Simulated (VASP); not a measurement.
Here is a VASP 6.6.1 calculation.

File INCAR:

```
SYSTEM = Cu3O2
PREC = Accurate
ENCUT = 520
EDIFF = 1E-6
ISMEAR = 0
SIGMA = 0.1
LREAL = .False.
LASPH = .True.
NELM = 80
ALGO = Normal
ISIF = 2
LWAVE = .False.
LCHARG = .False.
GGA = PE
NBANDS = 30
```

KPOINTS

```
regular mesh
0
Gamma
  12 12 14
  0 0 0
```

The input POSCAR:

```
Cu3O2
1.0
    5.4374346791      0.0000000000      0.0000000000
   -2.7187173396      4.7089565635      0.0000000000
    0.0000000000      0.0000000000      2.7636362097
Cu O
3 2
Direct
    0.5000000000      0.0000000000      0.5000000000
    0.0000000000      0.5000000000      0.5000000000
    0.5000000000      0.5000000000      0.5000000000
    0.3333333333      0.6666666667      0.0000000000
    0.6666666667      0.3333333333      0.0000000000
```

Potentials or basis: VASP PAW PBE potentials, release 64 (Cu, O).

Run with:

```sh
$ cat potpaw_PBE.64/Cu/POTCAR potpaw_PBE.64/O/POTCAR > POTCAR
$ mpirun -np 1 vasp_std > vasp.out
```

(1) Predict the pressure.

Answers

(1) 0.3 GPa.

Caveat: an odd number of electrons without spin polarisation forces a metal; a magnetic or distorted state may lie lower.
